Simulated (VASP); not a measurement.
# SrCl2 (Fm-3m) in VASP: further runs, part 2 of 2

VASP 6.6.1. The steps go on from the part before.

**3. Single point, PBEsol+D3(BJ)**

This run uses another cell than the first one, of 26.61 Å³/atom, 1.003 times its volume.

File INCAR:

```
ALGO = Normal
EDIFF = 1E-7
ENCUT = 520
GGA = PS
ISIF = 2
ISMEAR = -1
IVDW = 12
LASPH = T
LCHARG = F
LREAL = F
LWAVE = F
NBANDS = 19
NELM = 80
PREC = Accurate
SIGMA = 0.05
```

File KPOINTS:

```
k-points
0
Gamma
  7 7 7
```

File POSCAR:

```
SrCl2
1.0
    0.0000000000      3.4177057357      3.4177057357
    3.4177057357      0.0000000000      3.4177057357
    3.4177057357      3.4177057357      0.0000000000
Sr Cl
1 2
Direct
    0.0000000000      0.0000000000      0.0000000000
    0.7500000000      0.7500000000      0.7500000000
    0.2500000000      0.2500000000      0.2500000000
```

Potentials or basis: VASP PAW PBE potentials, release 64 (Sr_sv, Cl).

On the command line:

```
> cat potpaw_PBE.64/Sr_sv/POTCAR potpaw_PBE.64/Cl/POTCAR > POTCAR
> mpirun -np 1 vasp_std > vasp.out
```

OUTCAR:

```text
EDIFF = 1E-7
   ENCUT = 520
   GGA = PS
   ISIF = 2
   ISMEAR = -1
   IVDW = 12
   LASPH = T
   LREAL = F
   NELM = 80
   PREC = Accurate
 IVDW          = 12

 ion  position               nearest neighbor table
   1  0.000  0.000  0.000-   2 2.96   2 2.96   2 2.96   2 2.96   3 2.96   3 2.96   3 2.96   3 2.96

   2  0.750  0.750  0.750-   1 2.96   1 2.96   1 2.96   1 2.96
   3  0.250  0.250  0.250-   1 2.96   1 2.96   1 2.96   1 2.96

  LATTYP: Found a face centered cubic cell.
 ALAT       =     6.8354114714

  Lattice vectors:

 A1 = (   0.0000000000,   3.4177057357,   3.4177057357)
 A2 = (   3.4177057357,   0.0000000000,   3.4177057357)
 A3 = (   3.4177057357,   3.4177057357,   0.0000000000)

Analysis of symmetry for initial positions (statically):
=====================================================================
 Subroutine PRICEL returns:
 Original cell was already a primitive cell.

 Routine SETGRP: Setting up the symmetry group for a
 face centered cubic supercell.

 Subroutine GETGRP returns: Found 48 space group operations
 (whereof 48 operations were pure point group operations)
 out of a pool of 48 trial point group operations.

The static configuration has the point symmetry O_h .

Analysis of symmetry for dynamics (positions and initial velocities):
=====================================================================
 Subroutine PRICEL returns:
 Original cell was already a primitive cell.

 Routine SETGRP: Setting up the symmetry group for a
 face centered cubic supercell.

 Subroutine GETGRP returns: Found 48 space group operations
 (whereof 48 operations were pure point group operations)
 out of a pool of 48 trial point group operations.

The dynamic configuration has the point symmetry O_h .

 Subroutine INISYM returns: Found 48 space group operations
 (whereof 48 operations are pure point group operations),
 and found     1 'primitive' translations

----------------------------------------------------------------------------------------

                                     Primitive cell

  volume of cell :      79.8425

  direct lattice vectors                    reciprocal lattice vectors
     0.000000000  3.417705736  3.417705736    -0.146296972  0.146296972  0.146296972
     3.417705736  0.000000000  3.417705736     0.146296972 -0.146296972  0.146296972
     3.417705736  3.417705736  0.000000000     0.146296972  0.146296972 -0.146296972

  length of vectors
     4.833365804  4.833365804  4.833365804     0.253393788  0.253393788  0.253393788

  position of ions in fractional coordinates (direct lattice)
     0.000000000  0.000000000  0.000000000
     0.750000000  0.750000000  0.750000000
     0.250000000  0.250000000  0.250000000

  ion indices of the primitive-cell ions
   primitive index   ion index
                 1           1
                 2           2
                 3           3

----------------------------------------------------------------------------------------

 KPOINTS: k-points

Automatic generation of k-mesh.
 Grid dimensions read from file:
 generate k-points for:    7    7    7

 Generating k-lattice:

  Cartesian coordinates                     Fractional coordinates (reciprocal lattice)
    -0.020899567  0.020899567  0.020899567     0.142857143  0.000000000  0.000000000
     0.020899567 -0.020899567  0.020899567     0.000000000  0.142857143  0.000000000
     0.020899567  0.020899567 -0.020899567     0.000000000  0.000000000  0.142857143

  Length of vectors
     0.036199113  0.036199113  0.036199113

  Shift w.r.t. Gamma in fractional coordinates (k-lattice)
     0.000000000  0.000000000  0.000000000

 Subroutine IBZKPT returns following result:
 ===========================================

 Found     20 irreducible k-points:

 Following reciprocal coordinates:
            Coordinates               Weight
  0.000000  0.000000  0.000000      1.000000
  0.142857  0.000000  0.000000      8.000000
  0.285714  0.000000  0.000000      8.000000
  0.428571  0.000000  0.000000      8.000000
  0.142857  0.142857  0.000000      6.000000
  0.285714  0.142857  0.000000     24.000000
[... 12 lines left out ...]
 -0.428571  0.428571  0.142857     24.000000
 -0.285714  0.428571  0.142857     24.000000
   k-points           NKPTS =     20   k-points in BZ     NKDIM =     20   number of bands    NBANDS=     19
   number of dos      NEDOS =    301   number of ions     NIONS =      3
   total plane-waves  NPLWV =  46656
   dimension x,y,z NGX =    36 NGY =   36 NGZ =   36
   dimension x,y,z NGXF=    72 NGYF=   72 NGZF=   72
   ions per type =               1   2
   NGX,Y,Z   is equivalent  to a cutoff of  12.38, 12.38, 12.38 a.u.
   NGXF,Y,Z  is equivalent  to a cutoff of  24.76, 24.76, 24.76 a.u.
 SYSTEM =  unknown system
   PREC   = accura    normal or accurate (medium, high low for compatibility)
   ISTART =      0    job   : 0-new  1-cont  2-samecut
   ICHARG =      2    charge: 1-file 2-atom 10-const
   ISPIN  =      1    spin polarized calculation?
   LNONCOLLINEAR =      F non collinear calculations
   LSORBIT =      F    spin-orbit coupling
   LASPH  =      T    aspherical Exc in radial PAW
   ENCUT  =  520.0 eV  38.22 Ry    6.18 a.u.   8.99  8.99  8.99*2*pi/ulx,y,z
   NELM   =     80;   NELMIN=  2; NELMDL= -5     # of ELM steps
   EDIFF  = 0.1E-06   stopping-criterion for ELM
   LREAL  =      F    real-space projection
   EDIFFG = 0.1E-05   stopping-criterion for IOM
   NSW    =      0    number of steps for IOM
   IBRION =     -1    ionic relax: 0-MD 1-quasi-New 2-CG
   NFREE  =      0    steps in history (QN), initial steepest desc. (CG)
   ISIF   =      2    stress and relaxation
   ISYM   =      2    0-nonsym 1-usesym 2-fastsym
   POTIM  = 0.5000    time-step for ionic-motion
   TEBEG  =    0.0;   TEEND  =   0.0 temperature during run
   PSTRESS=    0.0 pullay stress
   NELECT =      24.0000    total number of electrons
   NUPDOWN=      -1.0000    fix difference up-down
   EMIN   =  10.00;   EMAX   =-10.00  energy-range for DOS
   EFERMI =   0.00;   METHOD = LEGACY
   ISMEAR =    -1;   SIGMA  =   0.05  broadening in eV -4-tet -1-fermi 0-gaus
   EFERMI_NEDOS =   21; number of points for ismear=-14 and -15
   IALGO  =     38    algorithm
   IMIX   =      4    mixing-type and parameters
     AMIX     =   0.40;   BMIX     =  1.00
     AMIX_MAG =   1.60;   BMIX_MAG =  1.00
  volume/ion in A,a.u.               =      26.61       179.60
  Fermi-wavevector in a.u.,A,eV,Ry     =   1.096648  2.072364 16.362867  1.202637
  Thomas-Fermi vector in A             =   2.232994
   LORBIT       =      0    0 simple, 1 ext, 2 COOP (PROOUT), +10 PAW based schemes
   GGA     = PS    functional components
   LHFCALC =     F    Hartree Fock is set to
   AEXX    =    0.0000 exact exchange contribution
   IVDW    =    12    specifies the selected vdW correction
   LEPSILON=     F    determine dielectric tensor
   LRPA    =     F    only Hartree local field effects (RPA)
 non-spin polarized calculation
  energy-cutoff  :      520.00
  volume of cell :       79.84
 maximum number of plane-waves:      2168
   NGX = 17   NGY = 17   NGZ = 17

 number of electron      23.9999998 magnetization

 Free energy of the ion-electron system (eV)
  ---------------------------------------------------
  ext. energy  EPLUGINS =         0.00000000
  ---------------------------------------------------
  free energy    TOTEN  =       -13.32912137 eV

  energy without entropy =      -13.32912137  energy(sigma->0) =      -13.32912137

 E-fermi :   1.5033     XC(G=0):  -8.7670

 val. band max:        0.4618510498   @ k =  -0.4286   0.4286   0.0000
 cond. band min:       5.8616483225   @ k =   0.0000   0.0000   0.0000
 fundamental gap:      5.3997972726
 Fermi energy:         1.5032915185

 k-point     1 :       0.0000    0.0000    0.0000
  band No.  band energies     occupation
      1     -32.1088      2.00000
      2     -14.1557      2.00000
      3     -14.1557      2.00000
      4     -14.1557      2.00000
      5     -12.9973      2.00000
      6     -11.9946      2.00000
[... 11 lines left out ...]
     18       9.4746      0.00000
     19      10.1451      0.00000
[... 397 lines left out ...]
 k-point    20 :      -0.2857    0.4286    0.1429
  band No.  band energies     occupation
      1     -32.1024      2.00000
      2     -14.4990      2.00000
      3     -14.4194      2.00000
      4     -14.1989      2.00000
      5     -12.1949      2.00000
      6     -12.1074      2.00000
[... 11 lines left out ...]
     18      10.1027      0.00000
     19      11.0558      0.00000

------------------------ aborting loop because EDIFF is reached ----------------------------------------

 Edisp (eV)   -0.66794

 E8    (eV) :    -0.4425

  FORCE on cell =-STRESS in cart. coord.  units (eV):
  Direction    XX          YY          ZZ          XY          YZ          ZX
  --------------------------------------------------------------------------------------
  -------------------------------------------------------------------------------------
  Total       0.01998     0.01998     0.01998     0.00000     0.00000    -0.00000
  in kB       0.40097     0.40097     0.40097     0.00000     0.00000    -0.00000
  external pressure =        0.40 kB  Pullay stress =        0.00 kB

 VOLUME and BASIS-vectors are now :
 -----------------------------------------------------------------------------
  energy-cutoff  :      520.00
  volume of cell :       79.84
      direct lattice vectors                 reciprocal lattice vectors
     0.000000000  3.417705736  3.417705736    -0.146296972  0.146296972  0.146296972
     3.417705736  0.000000000  3.417705736     0.146296972 -0.146296972  0.146296972
     3.417705736  3.417705736  0.000000000     0.146296972  0.146296972 -0.146296972

 POSITION                                       TOTAL-FORCE (eV/Angst)
 -----------------------------------------------------------------------------------
      0.00000      0.00000      0.00000         0.000000      0.000000      0.000000
      5.12656      5.12656      5.12656         0.000000      0.000000      0.000000
      1.70885      1.70885      1.70885        -0.000000     -0.000000     -0.000000
 -----------------------------------------------------------------------------------
    total drift:                                0.000000      0.000000      0.000000

  FREE ENERGIE OF THE ION-ELECTRON SYSTEM (eV)
  ---------------------------------------------------
  free  energy   TOTEN  =       -13.9970581958 eV

  energy  without entropy=      -13.9970581957  energy(sigma->0) =      -13.99705820
```

OSZICAR:

```text
N       E                     dE             d eps       ncg     rms          rms(c)
DAV:   1     0.143259173426E+03    0.14326E+03   -0.11582E+04   760   0.114E+03
DAV:   2    -0.435104138344E+01   -0.14761E+03   -0.14376E+03  1000   0.227E+02
DAV:   3    -0.132162359514E+02   -0.88652E+01   -0.88300E+01   933   0.551E+01
DAV:   4    -0.135391185460E+02   -0.32288E+00   -0.32246E+00  1264   0.940E+00
DAV:   5    -0.135425847684E+02   -0.34662E-02   -0.34660E-02   975   0.946E-01    0.160E+01
DAV:   6    -0.133239215837E+02    0.21866E+00   -0.41100E-01   881   0.364E+00    0.992E+00
DAV:   7    -0.133260052512E+02   -0.20837E-02   -0.28894E-01  1028   0.331E+00    0.148E+00
DAV:   8    -0.133265282417E+02   -0.52299E-03   -0.46545E-02   881   0.116E+00    0.355E-01
DAV:   9    -0.133277308167E+02   -0.12026E-02   -0.14825E-03   924   0.244E-01    0.127E-01
DAV:  10    -0.133289077632E+02   -0.11769E-02   -0.74648E-04   824   0.139E-01    0.334E-02
DAV:  11    -0.133290923760E+02   -0.18461E-03   -0.14679E-04   941   0.568E-02    0.317E-02
DAV:  12    -0.133291213101E+02   -0.28934E-04   -0.41406E-05   837   0.284E-02    0.101E-02
DAV:  13    -0.133291213669E+02   -0.56748E-07   -0.56778E-07  1031   0.459E-03
   1 F= -.13997058E+02 E0= -.13997058E+02  d E =-.935718E-10
```

stdout:

```text
POSCAR found type information on POSCAR SrCl
 POSCAR found :  2 types and       3 ions
 scaLAPACK will be used
 -----------------------------------------------------------------------------
|                                                                             |
|                                                                             |
|     You enforced a specific xc type in the INCAR file but a different       |
|     I HOPE YOU KNOW WHAT YOU ARE DOING!                                     |
|                                                                             |
 -----------------------------------------------------------------------------

 LDA part: xc-table for (Slater+PW92), standard interpolation
 POSCAR, INCAR and KPOINTS ok, starting setup
 FFT: planning ... GRIDC
 FFT: planning ... GRID_SOFT
 FFT: planning ... GRID
 WAVECAR not read
 entering main loop
```

It took 21 s on 1 thread of Intel Xeon Platinum 8375C at 2.90GHz (Ice Lake), shared host; peak memory 0.22 GiB.

Results:

- Free energy: -13.9971 eV
- Pressure: 0.0 GPa
- Band gap on the k mesh: 5.40 eV, indirect (least direct gap 5.54 eV)
- Dispersion energy per atom: -0.223 eV

Levels at points of the mesh, in eV from the valence-band top:
| k point | band 9 | band 10 | band 11 | band 12 | band 13 | band 14 | band 15 | band 16 |
| --- | --- | --- | --- | --- | --- | --- | --- | --- |
| (0.00, 0.00, 0.00) | -2.36 | -0.33 | -0.33 | -0.33 | 5.40 | 5.97 | 5.97 | 9.01 |

Caveat: three body term missing; the PAW data sets were made with another functional, which shifts forces and pressure a little.
